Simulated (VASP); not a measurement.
Runs of VASP 6.6.1 on TePb. The structure is that of space group Fm-3m (No. 225), or close to it. The cells are those of the table. 

```csv
level,spin,cell,smearing,gap on the mesh (eV),pressure (GPa)
PBE,off,"a = 4.806 Å, angles 60.0°, 2 atoms",fermi-dirac 0.02 eV,(b),-3.2
r2SCAN,off,"a = 4.575 Å, angles 60.0°, 2 atoms",gaussian 0.01 eV,1.03,1.3
r2SCAN,off,"a = 4.714 Å, angles 60.0°, 2 atoms",gaussian 0.01 eV,(a),-2.2
r2SCAN,off,"a = 4.668 Å, angles 60.0°, 2 atoms",gaussian 0.01 eV,(c),-1.2
r2SCAN,"non-collinear, zero start, SOC","a = 4.760 Å, angles 60.0°, 2 atoms",fermi-dirac 0.02 eV,-,-3.1
```

Alike in all rows: task single point; potentials or basis VASP PAW PBE potentials, release 64 (Pb_d, Te); k mesh 8 × 8 × 8; cutoff (eV) 520.

**Question.** Fill in the values left out.

**Answer.** (a) 1.20; (b) 0.98; (c) 1.15.

Caveats: spin-orbit coupling is left out, which moves the levels of the heavy elements (at least some runs); the PAW data sets were made with another functional, which shifts forces and pressure a little (at least some runs); the cell stands under tension (at least some runs).

A k mesh can miss the band edges, and rows without SOC leave out spin-orbit coupling on Pb, Te.
